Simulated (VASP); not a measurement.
# Tc (P6_3/mmc) in VASP: further runs

Aim: see how the results for Tc move with the level of theory and the settings. Levels: PBEsol, LDA. Tasks: single point.

Everything below comes from runs of VASP 6.6.1. Logs are shortened: lines on timing, memory, paths and dates and some standing lists are left out, and cuts for length are marked.

### Step 1. The cell of the first run

It takes space group P6_3/mmc (No. 194, hexagonal). The conventional cell has a = 2.739 Å, b = 2.739 Å, c = 8.857 Å, α = 90.00°, β = 90.00°, γ = 120.00°. Tc (site symmetry -6m2) has 12 Tc at 2.72 to 2.74 Å within 3.6 Å. Tc (site symmetry -3m) has 12 Tc at 2.72 to 2.74 Å within 3.6 Å.

### Step 2. Single point, PBEsol

File INCAR:

```
  PREC = Accurate
  ENCUT = 520
  EDIFF = 1E-6
  ISMEAR = -1
  SIGMA = 0.05
  LREAL = False
  LASPH = True
  NELM = 80
  ALGO = Normal
  ISIF = 2
  LWAVE = False
  LCHARG = False
  GGA = PS
  NBANDS = 34
```

File KPOINTS:

```
Automatic mesh
0
Gamma
  9 9 3
```

File POSCAR:

```
Tc
1.0
    2.7393552909      0.0000000000      0.0000000000
   -1.3696776454      2.3723512719      0.0000000000
    0.0000000000      0.0000000000      8.8573812844
Tc
4
Direct
    0.6666666667      0.3333333333      0.7500000000
    0.0000000000      0.0000000000      0.5000000000
    0.3333333333      0.6666666667      0.2500000000
    0.0000000000      0.0000000000      0.0000000000
```

Potentials or basis: VASP PAW PBE potentials, release 64 (Tc_pv).

Launch:

```console
> cat potpaw_PBE.64/Tc_pv/POTCAR > POTCAR
> mpirun -np 1 vasp_std > vasp.out
```

OUTCAR:

```text
PREC = Accurate
   ENCUT = 520
   EDIFF = 1E-6
   ISMEAR = -1
   LREAL = False
   LASPH = True
   NELM = 80
   ISIF = 2
   GGA = PS

 ion  position               nearest neighbor table
   1  0.667  0.333  0.750-   2 2.72   4 2.72   2 2.72   4 2.72   2 2.72   4 2.72
   2  0.000  0.000  0.500-   1 2.72   3 2.72   3 2.72   1 2.72   1 2.72   3 2.72
   3  0.333  0.667  0.250-   2 2.72   4 2.72   2 2.72   4 2.72   2 2.72   4 2.72
   4  0.000  0.000  0.000-   1 2.72   3 2.72   3 2.72   1 2.72   1 2.72   3 2.72

  LATTYP: Found a hexagonal cell.
 ALAT       =     2.7393552909
 C/A-ratio  =     3.2333817062

  Lattice vectors:

 A1 = (   2.7393552909,   0.0000000000,   0.0000000000)
 A2 = (  -1.3696776454,   2.3723512719,   0.0000000000)
 A3 = (   0.0000000000,   0.0000000000,   8.8573812844)

Analysis of symmetry for initial positions (statically):
=====================================================================
 Subroutine PRICEL returns:
 Original cell was already a primitive cell.

 Routine SETGRP: Setting up the symmetry group for a
 hexagonal supercell.

 Subroutine GETGRP returns: Found 24 space group operations
 (whereof 12 operations were pure point group operations)
 out of a pool of 24 trial point group operations.

The static configuration has the point symmetry D_3d.
 The point group associated with its full space group is D_6h.

Analysis of symmetry for dynamics (positions and initial velocities):
=====================================================================
 Subroutine PRICEL returns:
 Original cell was already a primitive cell.

 Routine SETGRP: Setting up the symmetry group for a
 hexagonal supercell.

 Subroutine GETGRP returns: Found 24 space group operations
 (whereof 12 operations were pure point group operations)
 out of a pool of 24 trial point group operations.

The dynamic configuration has the point symmetry D_3d.
 The point group associated with its full space group is D_6h.

 Subroutine INISYM returns: Found 24 space group operations
 (whereof 12 operations are pure point group operations),
 and found     1 'primitive' translations

----------------------------------------------------------------------------------------

                                     Primitive cell

  volume of cell :      57.5616

[... 86 lines left out ...]
   LNONCOLLINEAR =      F non collinear calculations
   LSORBIT =      F    spin-orbit coupling
   LASPH  =      T    aspherical Exc in radial PAW
   ENCUT  =  520.0 eV  38.22 Ry    6.18 a.u.   5.09  5.09 16.47*2*pi/ulx,y,z
   NELM   =     80;   NELMIN=  2; NELMDL= -5     # of ELM steps
   EDIFF  = 0.1E-05   stopping-criterion for ELM
   LREAL  =      F    real-space projection
   EDIFFG = 0.1E-04   stopping-criterion for IOM
   NSW    =      0    number of steps for IOM
   IBRION =     -1    ionic relax: 0-MD 1-quasi-New 2-CG
   NFREE  =      0    steps in history (QN), initial steepest desc. (CG)
   ISIF   =      2    stress and relaxation
   ISYM   =      2    0-nonsym 1-usesym 2-fastsym
   POTIM  = 0.5000    time-step for ionic-motion
   TEBEG  =    0.0;   TEEND  =   0.0 temperature during run
   PSTRESS=    0.0 pullay stress
   NELECT =      52.0000    total number of electrons
   NUPDOWN=      -1.0000    fix difference up-down
   EMIN   =  10.00;   EMAX   =-10.00  energy-range for DOS
   EFERMI =   0.00;   METHOD = LEGACY
   ISMEAR =    -1;   SIGMA  =   0.05  broadening in eV -4-tet -1-fermi 0-gaus
   EFERMI_NEDOS =   21; number of points for ismear=-14 and -15
   IALGO  =     38    algorithm
   IMIX   =      4    mixing-type and parameters
     AMIX     =   0.40;   BMIX     =  1.00
     AMIX_MAG =   1.60;   BMIX_MAG =  1.00
  volume/ion in A,a.u.               =      14.39        97.11
  Fermi-wavevector in a.u.,A,eV,Ry     =   1.582578  2.990638 34.076502  2.504552
  Thomas-Fermi vector in A             =   2.682480
   LORBIT       =      0    0 simple, 1 ext, 2 COOP (PROOUT), +10 PAW based schemes
   GGA     = PS    functional components
   LHFCALC =     F    Hartree Fock is set to
   AEXX    =    0.0000 exact exchange contribution
   IVDW    =     0    specifies the selected vdW correction
   LEPSILON=     F    determine dielectric tensor
   LRPA    =     F    only Hartree local field effects (RPA)
 non-spin polarized calculation
  energy-cutoff  :      520.00
  volume of cell :       57.56
 maximum number of plane-waves:      1570
   NGX = 11   NGY = 11   NGZ = 33

 number of electron      52.0000011 magnetization

 Free energy of the ion-electron system (eV)
  ---------------------------------------------------
  ext. energy  EPLUGINS =         0.00000000
  ---------------------------------------------------
  free energy    TOTEN  =       -44.97070770 eV

  energy without entropy =      -44.93253627  energy(sigma->0) =      -44.95162198

 E-fermi :  12.5432     XC(G=0): -13.9109

 val. band max:       12.5290337310   @ k =   0.3333   0.0000   0.0000
 cond. band min:      12.5462528240   @ k =   0.3333   0.1111   0.3333
 fundamental gap:      0.0172190930
 Fermi energy:        12.5432484685

 k-point     1 :       0.0000    0.0000    0.0000
  band No.  band energies     occupation
      1     -26.9809      2.00000
      2     -26.3976      2.00000
      3     -26.3102      2.00000
      4     -25.8616      2.00000
      5     -25.8616      2.00000
      6     -25.7786      2.00000
[... 877 lines left out ...]
     33      20.6015      0.00000
     34      20.7188      0.00000

------------------------ aborting loop because EDIFF is reached ----------------------------------------

  FORCE on cell =-STRESS in cart. coord.  units (eV):
  Direction    XX          YY          ZZ          XY          YZ          ZX
  --------------------------------------------------------------------------------------
  -------------------------------------------------------------------------------------
  Total       -2.4129365     -2.4129365     -4.6505919     -0.0000000     -0.0000000     -0.0000000
  in kB      -67.1620249    -67.1620249   -129.4452493     -0.0000000     -0.0000000     -0.0000000
  external PRESSURE =     -87.9230997 kB  Pullay stress =       0.0000000 kB

 VOLUME and BASIS-vectors are now :
 -----------------------------------------------------------------------------
  energy-cutoff  :      520.00
  volume of cell :       57.56
      direct lattice vectors                 reciprocal lattice vectors
     2.739355291  0.000000000  0.000000000     0.365049398  0.210761368  0.000000000
    -1.369677645  2.372351272  0.000000000     0.000000000  0.421522736  0.000000000
     0.000000000  0.000000000  8.857381284     0.000000000  0.000000000  0.112900187

 POSITION                                       TOTAL-FORCE (eV/Angst)
 -----------------------------------------------------------------------------------
      1.36968      0.79078      6.64304        -0.000000      0.000000     -0.000000
      0.00000      0.00000      4.42869         0.000000      0.000000     -0.000000
     -0.00000      1.58157      2.21435         0.000000     -0.000000      0.000000
      0.00000      0.00000      0.00000         0.000000      0.000000     -0.000000
 -----------------------------------------------------------------------------------
    total drift:                                0.000000     -0.000000      0.000000

  FREE ENERGIE OF THE ION-ELECTRON SYSTEM (eV)
  ---------------------------------------------------
  free  energy   TOTEN  =       -44.9707076953 eV

  energy  without entropy=      -44.9325362735  energy(sigma->0) =      -44.95162198
```

It took 65 s on 1 thread of Intel Xeon 8259CL, shared host; peak memory 0.18 GiB.

What came out:

* Free energy: -44.9707 eV
* Pressure: -8.8 GPa
* Band gap on the k mesh: zero (bands 26 and 27 overlap by 2.74 eV)

Caveat: the stress differs along the axes, from -13 to -7 GPa; the PAW data sets were made with another functional, which shifts forces and pressure a little.

### Step 3. Single point, PBEsol

This run uses another cell than the first one, of 14.53 Å³/atom.

File INCAR:

```
PREC = Accurate ; ENCUT = 520
EDIFF = 1E-6 ; ISMEAR = -1
SIGMA = 0.05 ; LREAL = F
LASPH = T ; NELM = 80
ALGO = Normal ; ISIF = 2
LWAVE = F ; LCHARG = F
GGA = PS ; NBANDS = 34
```

KPOINTS is that of step 2.

POSCAR, as its differences from that of step 2:

```diff
@@ -4,3 +4,3 @@
    -1.3696776454      2.3723512719      0.0000000000
-    0.0000000000      0.0000000000      8.8573812844
+    0.0000000000      0.0000000000      8.9450781288
 Tc
```

Potentials or basis: VASP PAW PBE potentials, release 64 (Tc_pv).

Launch:

```console
> cat potpaw_PBE.64/Tc_pv/POTCAR > POTCAR
> mpirun -np 1 vasp_std > vasp.out
```

Run time: 75 s. Hardware: 1 thread of Intel Xeon 8259CL, shared host; peak memory 0.18 GiB.

The run converged. Its results:

- Free energy: -44.9173 eV
- Pressure: -11.5 GPa
- Band gap on the k mesh: zero (bands 26 and 27 overlap by 2.72 eV)

Stress tensor (GPa, compression positive):
```
 -8.49   0.00   0.00
  0.00  -8.49   0.00
  0.00   0.00 -17.39
```

Levels at points of the mesh, in eV from the Fermi level:
| k point | band 23 | band 24 | band 25 | band 26 | band 27 | band 28 | band 29 | band 30 |
| --- | --- | --- | --- | --- | --- | --- | --- | --- |
| (0.00, 0.00, 0.00) | -1.74 | -1.27 | -1.27 | -1.18 | -1.18 | 0.28 | 0.28 | 1.00 |

Caveat: the stress differs along the axes, from -17 to -8 GPa; the PAW data sets were made with another functional, which shifts forces and pressure a little.

### Step 4. Single point, PBEsol

This run uses another cell than the first one, of 14.82 Å³/atom.

File INCAR:

```
  ALGO = Normal
  EDIFF = 1E-6
  ENCUT = 520
  GGA = PS
  ISIF = 2
  ISMEAR = -1
  LASPH = T
  LCHARG = F
  LREAL = F
  LWAVE = F
  NBANDS = 34
  NELM = 80
  PREC = Accurate
  SIGMA = 0.05
```

File KPOINTS:

```
k-points
0
Gamma
  9 9 3
```

POSCAR, as its differences from that of step 3:

```diff
@@ -4,3 +4,3 @@
    -1.3696776454      2.3723512719      0.0000000000
-    0.0000000000      0.0000000000      8.9450781288
+    0.0000000000      0.0000000000      9.1204718176
 Tc
```

Launch:

```console
> cat potpaw_PBE.64/Tc_pv/POTCAR > POTCAR
> mpirun -np 1 vasp_std > vasp.out
```

Run time: 73 s. Hardware: 1 thread of Intel Xeon 8259CL, shared host; peak memory 0.19 GiB.

The run converged. Its results:

```yaml
Free_energy: -44.7669 eV
Pressure: -16.2 GPa
Band_gap_on_the_k_mesh: zero (bands 26 and 27 overlap by 2.75 eV)
```

Stress tensor (GPa, compression positive):
```
-11.76   0.00   0.00
  0.00 -11.76   0.00
  0.00   0.00 -25.21
```

Levels at points of the mesh, in eV from the Fermi level:
| k point | band 22 | band 23 | band 24 | band 25 | band 26 | band 27 | band 28 | band 29 | band 30 | band 31 |
| --- | --- | --- | --- | --- | --- | --- | --- | --- | --- | --- |
| (0.00, 0.00, 0.00) | -1.68 | -1.68 | -1.23 | -1.23 | -1.14 | -1.14 | 0.36 | 0.36 | 1.01 | 1.05 |

Caveat: the stress differs along the axes, from -25 to -12 GPa; the PAW data sets were made with another functional, which shifts forces and pressure a little.

### Step 5. Single point, LDA

This run uses another cell than the first one, of 14.25 Å³/atom.

File INCAR:

```
ALGO = Normal ; EDIFF = 1E-6
ENCUT = 520 ; GGA = CA
ISIF = 2 ; ISMEAR = -1
LASPH = True ; LCHARG = True
LELF = True ; LREAL = False
LVHAR = True ; LWAVE = False
NBANDS = 34 ; NELM = 80
PREC = Accurate ; SIGMA = 0.05
```

File KPOINTS:

```
k-points
0
Gamma
  11 11 3
```

POSCAR, as its differences from that of step 4:

```diff
@@ -4,3 +4,3 @@
    -1.3696776454      2.3723512719      0.0000000000
-    0.0000000000      0.0000000000      9.1204718176
+    0.0000000000      0.0000000000      8.7696844400
 Tc
```

Potentials or basis: VASP PAW LDA potentials, release 64 (Tc_pv).

Launch:

```console
> cat potpaw_LDA.64/Tc_pv/POTCAR > POTCAR
> mpirun -np 1 vasp_std > vasp.out
```

Wall time 24 s (1 thread of Intel Xeon 6975P-C (Granite Rapids), shared host); peak memory 0.17 GiB.

It converged, with:

```yaml
Free_energy: -46.8777 eV
Pressure: -10.6 GPa
Band_gap_on_the_k_mesh: zero (bands 26 and 27 overlap by 2.95 eV)
```

Stress tensor (GPa, compression positive):
```
-11.01   0.00   0.00
  0.00 -11.01   0.00
  0.00   0.00  -9.69
```

Levels at points of the mesh, in eV from the Fermi level:
```tsv
k point	band 22	band 23	band 24	band 25	band 26	band 27	band 28	band 29	band 30	band 31
(0.00, 0.00, 0.00)	-1.87	-1.52	-1.27	-1.27	-1.15	-1.15	0.27	0.27	0.99	0.99
```

Caveat: the cell stands under tension.

(Continued in part 2 of 2.)

The gap in the log of VASP goes by the Fermi energy; the results here count the filled bands.